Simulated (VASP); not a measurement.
A run of VASP 6.6.1:

INCAR

```
SYSTEM = CuI
ALGO = Normal
EDIFF = 1E-6
ENCUT = 520
GGA = PE
ISIF = 2
ISMEAR = -1
LASPH = .True.
LCHARG = .True.
LELF = .True.
LREAL = .False.
LVHAR = .True.
LWAVE = .False.
NBANDS = 26
NELM = 60
PREC = Accurate
SIGMA = 0.02
```

Contents of KPOINTS:

```
k-points
0
Gamma
  5 5 6
  0 0 0
```

File POSCAR:

```
CuI
1.0
    3.7331675900     -3.7110863700      0.0000000000
    3.7331675900      3.7110863700      0.0000000000
    0.0000000000      0.0000000000      4.2639276933
Cu I
2 2
Direct
    0.4204388300      0.5795611700      0.7500000000
    0.5795611700      0.4204388300      0.2500000000
    0.7700426800      0.2299573200      0.7500000000
    0.2299573200      0.7700426800      0.2500000000
```

Potentials or basis: VASP PAW PBE potentials, release 64 (Cu, I).

Command:

```bash
$ cat potpaw_PBE.64/Cu/POTCAR potpaw_PBE.64/I/POTCAR > POTCAR
$ mpirun -np 1 vasp_std > vasp.out
```

Hardware: 1 thread of Intel(R) Xeon(R) Platinum 8488C (Sapphire Rapids) (shared host).

Q: Estimate the wall time of this run.

A: Run time: 76 s on 1 thread of Intel(R) Xeon(R) Platinum 8488C (Sapphire Rapids) (shared host), peak memory 0.28 GiB. Counts: scf iterations 15, k points 36.
